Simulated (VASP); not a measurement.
# TaN (Fm-3m) in VASP: single point with PBE

Aim: the single point of TaN with PBE.

All numbers are computed with VASP 6.6.1; they aren't measurements. Logs are shortened: lines on timing, memory, paths and dates and some standing lists are left out, and cuts for length are marked.

## Step 1: The cell of the first run

It takes space group Fm-3m (No. 225, cubic). The conventional cell has a = 4.358 Å, b = 4.358 Å, c = 4.358 Å, α = 90.00°, β = 90.00°, γ = 90.00°. Within 2.9 Å of Ta (site symmetry m-3m) lie 6 N at 2.18 Å. Within 2.9 Å of N (site symmetry m-3m) lie 6 Ta at 2.18 Å.

## Step 2: Single point, PBE

INCAR

```
SYSTEM = TaN
ALGO     = Normal         ! electronic algorithm
EDIFF    = 1E-6           ! SCF threshold, eV
ENCUT    = 600            ! plane-wave cutoff, eV
GGA      = PE             ! functional
GGA_COMPAT= .FALSE.      
ISIF     = 2              ! what is computed and relaxed
ISMEAR   = 0              ! smearing method
LASPH    = .TRUE.         ! aspherical terms in the spheres
LCHARG   = .FALSE.        ! write CHGCAR
LREAL    = .FALSE.        ! projectors in reciprocal space
LWAVE    = .FALSE.        ! write WAVECAR
NBANDS   = 15             ! bands
NELM     = 120            ! most SCF steps
PREC     = Accurate       ! precision mode
SIGMA    = 0.15           ! smearing width, eV
```

KPOINTS

```
k-points
0
G
  8 8 8
  0 0 0
```

POSCAR

```
TaN
1.0
    0.0000000000      2.1790000000      2.1790000000
    2.1790000000      0.0000000000      2.1790000000
    2.1790000000      2.1790000000      0.0000000000
Ta N
1 1
Direct
    0.5000000000      0.5000000000      0.5000000000
    0.0000000000      0.0000000000      0.0000000000
```

Potentials or basis: VASP PAW PBE potentials, release 64 (Ta_pv, N).

Started as:

```sh
> cat potpaw_PBE.64/Ta_pv/POTCAR potpaw_PBE.64/N/POTCAR > POTCAR
> mpirun -np 1 vasp_std > vasp.out
```

OUTCAR:

```text
SYSTEM = TaN
   EDIFF = 1E-6
   ENCUT = 600
   GGA = PE
   ISIF = 2
   ISMEAR = 0
   LASPH = .TRUE.
   LREAL = .FALSE.
   NELM = 120
   PREC = Accurate

 ion  position               nearest neighbor table
   1  0.500  0.500  0.500-   2 2.18   2 2.18   2 2.18   2 2.18   2 2.18   2 2.18
   2  0.000  0.000  0.000-   1 2.18   1 2.18   1 2.18   1 2.18   1 2.18   1 2.18

  LATTYP: Found a face centered cubic cell.
 ALAT       =     4.3580000000

  Lattice vectors:

 A1 = (   0.0000000000,   2.1790000000,   2.1790000000)
 A2 = (   2.1790000000,   0.0000000000,   2.1790000000)
 A3 = (   2.1790000000,   2.1790000000,   0.0000000000)

Analysis of symmetry for initial positions (statically):
=====================================================================
 Subroutine PRICEL returns:
 Original cell was already a primitive cell.

 Routine SETGRP: Setting up the symmetry group for a
 face centered cubic supercell.

 Subroutine GETGRP returns: Found 48 space group operations
[... 9 lines left out ...]

 Routine SETGRP: Setting up the symmetry group for a
 face centered cubic supercell.

 Subroutine GETGRP returns: Found 48 space group operations
[... 11 lines left out ...]
                                     Primitive cell

  volume of cell :      20.6920

  direct lattice vectors                    reciprocal lattice vectors
     0.000000000  2.179000000  2.179000000    -0.229463056  0.229463056  0.229463056
     2.179000000  0.000000000  2.179000000     0.229463056 -0.229463056  0.229463056
     2.179000000  2.179000000  0.000000000     0.229463056  0.229463056 -0.229463056

  length of vectors
     3.081571352  3.081571352  3.081571352     0.397441672  0.397441672  0.397441672

  position of ions in fractional coordinates (direct lattice)
     0.500000000  0.500000000  0.500000000
     0.000000000  0.000000000  0.000000000

  ion indices of the primitive-cell ions
   primitive index   ion index
                 1           1
                 2           2

----------------------------------------------------------------------------------------

 KPOINTS: k-points

Automatic generation of k-mesh.
 Grid dimensions read from file:
 generate k-points for:    8    8    8

 Generating k-lattice:

  Cartesian coordinates                     Fractional coordinates (reciprocal lattice)
    -0.028682882  0.028682882  0.028682882     0.125000000  0.000000000  0.000000000
     0.028682882 -0.028682882  0.028682882     0.000000000  0.125000000  0.000000000
     0.028682882  0.028682882 -0.028682882     0.000000000  0.000000000  0.125000000

  Length of vectors
     0.049680209  0.049680209  0.049680209

  Shift w.r.t. Gamma in fractional coordinates (k-lattice)
     0.000000000  0.000000000  0.000000000

 Subroutine IBZKPT returns following result:
 ===========================================

 Found     29 irreducible k-points:

 Following reciprocal coordinates:
            Coordinates               Weight
  0.000000  0.000000  0.000000      1.000000
  0.125000  0.000000  0.000000      8.000000
  0.250000  0.000000  0.000000      8.000000
  0.375000  0.000000  0.000000      8.000000
  0.500000  0.000000  0.000000      4.000000
  0.125000  0.125000  0.000000      6.000000
[... 16 lines left out ...]
  0.500000  0.250000  0.125000     48.000000
 -0.375000  0.250000  0.125000     24.000000
 [... further k-points ...]
   k-points           NKPTS =     29   k-points in BZ     NKDIM =     29   number of bands    NBANDS=     15
   number of dos      NEDOS =    301   number of ions     NIONS =      2
   total plane-waves  NPLWV =  21952
   dimension x,y,z NGX =    28 NGY =   28 NGZ =   28
   dimension x,y,z NGXF=    56 NGYF=   56 NGZF=   56
   ions per type =               1   1
   NGX,Y,Z   is equivalent  to a cutoff of  15.11, 15.11, 15.11 a.u.
   NGXF,Y,Z  is equivalent  to a cutoff of  30.21, 30.21, 30.21 a.u.
 SYSTEM =  TaN
   PREC   = accura    normal or accurate (medium, high low for compatibility)
   ISTART =      0    job   : 0-new  1-cont  2-samecut
   ICHARG =      2    charge: 1-file 2-atom 10-const
   ISPIN  =      1    spin polarized calculation?
   LNONCOLLINEAR =      F non collinear calculations
   LSORBIT =      F    spin-orbit coupling
   LASPH  =      T    aspherical Exc in radial PAW
   ENCUT  =  600.0 eV  44.10 Ry    6.64 a.u.   6.15  6.15  6.15*2*pi/ulx,y,z
   NELM   =    120;   NELMIN=  2; NELMDL= -5     # of ELM steps
   EDIFF  = 0.1E-05   stopping-criterion for ELM
   LREAL  =      F    real-space projection
   EDIFFG = 0.1E-04   stopping-criterion for IOM
   NSW    =      0    number of steps for IOM
   IBRION =     -1    ionic relax: 0-MD 1-quasi-New 2-CG
   NFREE  =      0    steps in history (QN), initial steepest desc. (CG)
   ISIF   =      2    stress and relaxation
   ISYM   =      2    0-nonsym 1-usesym 2-fastsym
   POTIM  = 0.5000    time-step for ionic-motion
   TEBEG  =    0.0;   TEEND  =   0.0 temperature during run
   PSTRESS=    0.0 pullay stress
   NELECT =      16.0000    total number of electrons
   NUPDOWN=      -1.0000    fix difference up-down
   EMIN   =  10.00;   EMAX   =-10.00  energy-range for DOS
   EFERMI =   0.00;   METHOD = LEGACY
   ISMEAR =     0;   SIGMA  =   0.15  broadening in eV -4-tet -1-fermi 0-gaus
   EFERMI_NEDOS =   21; number of points for ismear=-14 and -15
   IALGO  =     38    algorithm
   IMIX   =      4    mixing-type and parameters
     AMIX     =   0.40;   BMIX     =  1.00
     AMIX_MAG =   1.60;   BMIX_MAG =  1.00
  volume/ion in A,a.u.               =      10.35        69.82
  Fermi-wavevector in a.u.,A,eV,Ry     =   1.502615  2.839530 30.719922  2.257851
  Thomas-Fermi vector in A             =   2.613832
   LORBIT       =      0    0 simple, 1 ext, 2 COOP (PROOUT), +10 PAW based schemes
   GGA     = PE    functional components
   LHFCALC =     F    Hartree Fock is set to
   AEXX    =    0.0000 exact exchange contribution
   IVDW    =     0    specifies the selected vdW correction
   LEPSILON=     F    determine dielectric tensor
   LRPA    =     F    only Hartree local field effects (RPA)
 non-spin polarized calculation
 Gauss-broadening in eV      SIGMA  =   0.15
  energy-cutoff  :      600.00
  volume of cell :       20.69
 maximum number of plane-waves:       701
 NGX is ok and might be reduce to    28
   NGX = 13   NGY = 13   NGZ = 13

 number of electron      16.0000001 magnetization

 Free energy of the ion-electron system (eV)
  ---------------------------------------------------
  ext. energy  EPLUGINS =         0.00000000
  ---------------------------------------------------
  free energy    TOTEN  =       -21.76434947 eV

  energy without entropy =      -21.75480350  energy(sigma->0) =      -21.75957649

 E-fermi :   9.9268     XC(G=0): -13.5880

 val. band max:        9.8404459744   @ k =  -0.2500   0.3750   0.1250
 cond. band min:       9.9348050707   @ k =   0.0000   0.0000   0.0000
 fundamental gap:      0.0943590963
 Fermi energy:         9.9267797083

 k-point     1 :       0.0000    0.0000    0.0000
  band No.  band energies     occupation
      1     -25.8552      2.00000
      2     -25.8552      2.00000
      3     -25.8552      2.00000
      4      -9.2311      2.00000
      5       5.9547      2.00000
      6       5.9547      2.00000
      7       5.9547      2.00000
      8       7.6795      2.00000
      9       7.6795      2.00000
     10       7.6795      2.00000
     11       9.9348      0.93969
     12       9.9348      0.93968
     13      11.6178      0.00000
     14      19.2753      0.00000
     15      22.3007      0.00000

 k-point     2 :       0.1250    0.0000    0.0000
  band No.  band energies     occupation
      1     -26.0045      2.00000
      2     -25.8686      2.00000
      3     -25.8686      2.00000
      4      -8.8405      2.00000
      5       4.3790      2.00000
      6       4.8726      2.00000
      7       4.8726      2.00000
      8       8.2237      2.00000
      9       8.2237      2.00000
     10       8.2683      2.00000
     11      11.3294      0.00000
     12      11.3294      0.00000
     13      12.6473      0.00000
     14      20.4309      0.00000
     15      22.3004      0.00000

 k-point     3 :       0.2500    0.0000    0.0000
  band No.  band energies     occupation
      1     -26.3481      2.00000
      2     -25.9005      2.00000
      3     -25.9005      2.00000
      4      -7.8355      2.00000
      5       2.0413      2.00000
      6       3.4038      2.00000
      7       3.4038      2.00000
      8       9.0737      2.00000
      9       9.4575      1.99999
     10       9.4575      1.99999
     11      13.9243      0.00000
     12      13.9243      0.00000
     13      14.4612      0.00000
     14      22.2815      0.00000
     15      22.4861      0.00000

 k-point     4 :       0.3750    0.0000    0.0000
  band No.  band energies     occupation
      1     -26.6709      2.00000
      2     -25.9322      2.00000
      3     -25.9322      2.00000
      4      -6.6522      2.00000
      5       0.1015      2.00000
      6       2.4195      2.00000
      7       2.4195      2.00000
      8      10.4821      0.00000
      9      11.0150      0.00000
     10      11.0150      0.00000
     11      14.9436      0.00000
     12      16.4215      0.00000
     13      16.4215      0.00000
     14      21.9322      0.00000
     15      22.3582      0.00000
[... 307 lines left out ...]
 k-point    22 :       0.3750    0.2500    0.1250
  band No.  band energies     occupation
      1     -26.4116      2.00000
      2     -26.0729      2.00000
      3     -25.9513      2.00000
      4      -7.4844      2.00000
      5       1.2485      2.00000
      6       3.3415      2.00000
      7       3.7342      2.00000
      8       7.5815      2.00000
      9      11.1813      0.00000
     10      11.5796      0.00000
     11      12.1415      0.00000
     12      14.4130      0.00000
     13      17.5659      0.00000
     14      22.2819      0.00000
     15      23.2089      0.00000

 k-point    23 :       0.5000    0.2500    0.1250
  band No.  band energies     occupation
      1     -26.5803      2.00000
      2     -26.1616      2.00000
      3     -25.9982      2.00000
      4      -6.9222      2.00000
      5       0.7329      2.00000
      6       2.6362      2.00000
      7       3.1030      2.00000
      8       8.6738      2.00000
      9      11.8727      0.00000
     10      12.0919      0.00000
     11      13.6854      0.00000
     12      16.1973      0.00000
     13      18.3114      0.00000
     14      20.9042      0.00000
     15      22.3180      0.00000

 k-point    24 :      -0.3750    0.2500    0.1250
  band No.  band energies     occupation
      1     -26.6526      2.00000
      2     -26.1852      2.00000
      3     -26.0265      2.00000
      4      -6.6889      2.00000
      5       0.5102      2.00000
      6       2.6195      2.00000
      7       2.6672      2.00000
      8      10.0792      0.15058
      9      10.5494      0.00000
     10      12.5913      0.00000
     11      15.2500      0.00000
     12      16.4621      0.00000
     13      18.5020      0.00000
     14      20.4678      0.00000
     15      22.3144      0.00000

 [... further k-points ...]
[... 5 lines left out ...]
  --------------------------------------------------------------------------------------
  -------------------------------------------------------------------------------------
  Total        2.0252339      2.0252339      2.0252339     -0.0000000      0.0000000     -0.0000000
  in kB      156.8137327    156.8137327    156.8137327     -0.0000000      0.0000000     -0.0000000
  external PRESSURE =     156.8137327 kB  Pullay stress =       0.0000000 kB

 VOLUME and BASIS-vectors are now :
 -----------------------------------------------------------------------------
  energy-cutoff  :      600.00
  volume of cell :       20.69
      direct lattice vectors                 reciprocal lattice vectors
     0.000000000  2.179000000  2.179000000    -0.229463056  0.229463056  0.229463056
     2.179000000  0.000000000  2.179000000     0.229463056 -0.229463056  0.229463056
     2.179000000  2.179000000  0.000000000     0.229463056  0.229463056 -0.229463056

 POSITION                                       TOTAL-FORCE (eV/Angst)
 -----------------------------------------------------------------------------------
      2.17900      2.17900      2.17900        -0.000000     -0.000000      0.000000
      0.00000      0.00000      0.00000         0.000000      0.000000     -0.000000
 -----------------------------------------------------------------------------------
    total drift:                                0.000000      0.000000      0.000000

  FREE ENERGIE OF THE ION-ELECTRON SYSTEM (eV)
  ---------------------------------------------------
  free  energy   TOTEN  =       -21.7643494723 eV

  energy  without entropy=      -21.7548035050  energy(sigma->0) =      -21.75957649
```

It took 30 s on 1 thread of Intel Xeon 8259CL, shared host; peak memory 0.16 GiB.

Results:

```
Free energy            : -21.7643 eV
Pressure               : 15.7 GPa
Band gap on the k mesh : zero (band 8 reaches 11.85 eV, above the bottom of band 9 at 7.68 eV)
```

Caveat: spin-orbit coupling is left out, which moves the levels of the heavy elements.
